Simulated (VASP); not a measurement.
**AgCl: single point with PBE**

The system is AgCl.

```xyz
2
Lattice="0.0000 2.5513 2.6622 2.5513 0.0000 2.6622 2.5513 2.5513 0.0000" Properties=species:S:1:pos:R:3 pbc="T T T"
Ag    2.5513    2.5513    2.6622
Cl    0.0000    0.0000    0.0000
```

This cell differs from its parent crystal: strain -0.080 along x and y, -0.040 along z.

```yaml
Program: VASP 6.6.1
Task: single point
Functional: PBE
Potentials_or_basis: VASP PAW PBE potentials, release 64 (Ag, Cl)
Cutoff: 520 eV
k_mesh: 8 × 8 × 8
Occupations: gaussian, width 0.05 eV
Spin: no spin polarisation
```

```json
{"Pressure": "19.4 GPa", "Band gap on the k mesh": "0.80 eV, indirect (least direct gap 3.38 eV)"}
```

Stress tensor (GPa, compression positive):
```
21.10  0.00  0.00
 0.00 21.10  0.00
 0.00  0.00 15.87
```

Levels at points of the mesh, in eV from the valence-band top:
| k point | band 7 | band 8 | band 9 | band 10 | band 11 | band 12 |
| --- | --- | --- | --- | --- | --- | --- |
| (0.00, 0.00, 0.00) | -3.49 | -3.49 | -3.35 | 0.80 | 10.52 | 10.59 |
| (0.50, 0.00, 0.00) | -2.61 | -0.37 | 0.00 | 3.38 | 6.76 | 7.25 |
| (0.50, 0.50, 0.00) | -2.89 | -2.89 | -2.61 | 1.88 | 7.74 | 8.91 |
| (0.50, 0.00, 0.50) | -2.92 | -2.86 | -2.57 | 1.76 | 7.43 | 9.30 |

Run time: 24 s on 1 thread of Intel(R) Xeon(R) Platinum 8259CL CPU @ 2.50GHz (Skylake/Cascade Lake), with other jobs on the host, peak memory 0.17 GiB.

Caveat: the cell differs from its parent crystal (strain -0.080 along x and y, -0.040 along z). A k mesh can miss the band edges.
